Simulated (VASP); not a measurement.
SrMg6Mo, 8 atoms in the cell. The structure is tetragonal, space group P4/mmm (No. 123). Conventional cell: a = 6.560 Å, b = 6.560 Å, c = 4.361 Å, α = 90.00°, β = 90.00°, γ = 90.00°. Within 4.3 Å of Sr (site symmetry 4/mmm) lie 12 Mg at 3.28 to 3.42 Å. Within 4.2 Å of Mg (site symmetry mmm) lie 8 Mg at 3.20 Å and 2 Sr at 3.28 Å and 2 Mo at 3.28 Å. Mg (site symmetry m2m) has 6 Mg at 2.84 to 3.20 Å and 2 Mo at 2.96 Å and 2 Sr at 3.42 Å within 3.7 Å. Within 3.9 Å of Mo (site symmetry 4/mmm) lie 12 Mg at 2.96 to 3.28 Å. 

```yaml
Program: VASP 6.6.1
Task: single point
Functional: PBE
Potentials_or_basis: VASP PAW PBE potentials, release 64 (Sr_sv, Mg, Mo_sv)
Cutoff: 520 eV
k_mesh: 4 × 4 × 5
Occupations: fermi-dirac, width 0.15 eV
Spin: no spin polarisation
Dipole_correction: no
Further_INCAR_settings: ALGO = Normal; EDIFF = 1e-06; NBANDS = 28
```

Potentials or basis: VASP PAW PBE potentials, release 64 (Sr_sv, Mg, Mo_sv).

Run with:

```bash
$ cat potpaw_PBE.64/Sr_sv/POTCAR potpaw_PBE.64/Mg/POTCAR potpaw_PBE.64/Mo_sv/POTCAR > POTCAR
$ mpirun -np 1 vasp_std > vasp.out
```

Hardware: 1 thread of AMD EPYC 7R43 64-Core Processor (Zen 3) (shared host).

Question: Estimate the wall time of this run.

Answer: It took 100 s on 1 thread of AMD EPYC 7R43 64-Core Processor (Zen 3) (shared host), peak memory 0.29 GiB. Counts: scf iterations 15, k points 18.
